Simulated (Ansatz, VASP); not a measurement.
One calculation of NaI, two programs

```
Na I
1.0
     0.00000    3.24715    3.24715
     3.24715    0.00000    3.24715
     3.24715    3.24715    0.00000
Na I
1 1
Direct
  0.00000 0.00000 0.00000
  0.50000 0.50000 0.50000
```

Change from the starting cell: volume scaled by 1.01.

Alike in both runs: task single point; functional LDA; k mesh 8 × 8 × 8; occupations fermi-dirac, width 0.02 eV; no spin polarisation.

|  | VASP | Ansatz |
| --- | --- | --- |
| version | VASP 6.6.1 | Ansatz 0.2.0 |
| potentials or method | VASP PAW LDA potentials, release 64 (Na_pv, I), cutoff 520 eV | all-electron LAPW, scalar-relativistic |

Ansatz gave:

| Quantity | Value |
| --- | --- |
| gap on the k mesh at the Fermi level (eV) | 3.31 |
| pressure (GPa) | -1.8 |

**Question.** What did VASP give for the same quantities?

**Answer.** gap on the k mesh at the Fermi level (eV): 3.32; pressure (GPa): -1.7.

LDA's correlation is that of Perdew and Zunger in VASP and of Perdew and Wang (1992) in Ansatz. Ansatz ran all-electron here, and VASP with PAW potentials.

Spin-orbit coupling is off throughout.
